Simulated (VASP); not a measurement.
Write the native input for VASP 6.6.1 that does the following.

```yaml
Task: single point
Functional: revPBE
Potentials_or_basis: VASP PAW PBE potentials, release 64 (Pd)
Cutoff: 520 eV
k_mesh: 11 × 11 × 11
Occupations: fermi-dirac, width 0.05 eV
Spin: collinear spin
Starting_moments: "[0.5, -0.5] μB"
Dipole_correction: no
Further_INCAR_settings: ALGO = Normal; EDIFF = 1e-06; NBANDS = 21
```

The structure of Pd lies in POSCAR:

```
Pd
1.0
    3.0722047789      0.0000000000      0.0000000000
    0.0000000000      3.0722047789      0.0000000000
    0.0000000000      0.0000000000      3.0722047789
Pd
2
Direct
    0.0000000000      0.0000000000      0.0000000000
    0.5000000000      0.5000000000      0.5000000000
```

This isn't the form of Pd at room conditions, which is fcc.

One way to write it, as run:

INCAR

```
PREC = Accurate
ENCUT = 520
EDIFF = 1E-6
ISMEAR = -1
SIGMA = 0.05
LREAL = False
LASPH = True
NELM = 150
ALGO = Normal
ISIF = 2
LWAVE = False
LCHARG = False
ISPIN = 2
MAGMOM = 0.5 -0.5
LORBIT = 11
LMAXMIX = 4
GGA = RE
NBANDS = 21
```

KPOINTS

```
regular mesh
0
Gamma
  11 11 11
```

Potentials or basis: VASP PAW PBE potentials, release 64 (Pd).

Launch:

```sh
$ cat potpaw_PBE.64/Pd/POTCAR > POTCAR
$ mpirun -np 1 vasp_std > vasp.out
```

Results of the run:

| Item | Value |
| --- | --- |
| Pressure | 15.4 GPa |
| Band gap on the k mesh | zero (filled and empty bands overlap) |
| Net moment | 0.00 μB per cell |
| Valence electrons inside the program's atomic spheres | Pd 9.49 |

Caveat: the cell stands under pressure; the PAW data sets were made with another functional, which shifts forces and pressure a little.

It took 15 s on 1 thread of Intel(R) Xeon(R) 6975P-C (Granite Rapids) (shared host), peak memory 0.18 GiB.
